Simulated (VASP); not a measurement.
## Nb: equation of state with PBE

The system is Nb.

```xyz
1
Lattice="0.0000 2.1150 2.1150 2.1150 0.0000 2.1150 2.1150 2.1150 0.0000" Properties=species:S:1:pos:R:3 pbc="T T T"
Nb    0.0000    0.0000    0.0000
```

This isn't the form of Nb at room conditions, which is bcc.

* Program: VASP 6.6.1
* Task: equation of state
* Functional: PBE
* Potentials or basis: VASP PAW PBE potentials, release 64 (Nb_sv_GW)
* Cutoff: 570 eV
* k mesh: 13 × 13 × 13
* Occupations: methfessel-paxton, width 0.1 eV
* Spin: no spin polarisation
* Tolerance level: standard
* Purpose: choice of potentials
* Eos scales: [0.91, 0.94, 0.97, 1.0, 1.03, 1.06, 1.09]
* Further INCAR settings: ALGO = Normal; EDIFF = 1e-07; NSW = 0

```
Equilibrium volume                      : 18.79 Å³/atom
Bulk modulus                            : 166 GPa
Pressure derivative of the bulk modulus : 3.9
```

Energy against volume, from the lowest point:
| volume (Å³/atom) | energy (meV/atom) |
| --- | --- |
| 17.219 | 77.96 |
| 17.786 | 29.99 |
| 18.354 | 4.96 |
| 18.922 | 0.00 |
| 19.489 | 12.34 |
| 20.057 | 39.48 |
| 20.625 | 79.38 |

Wall time 56 s on 1 thread of Intel(R) Xeon(R) Platinum 8481C CPU @ 2.70GHz (Sapphire Rapids) (shared host), peak memory 0.16 GiB.
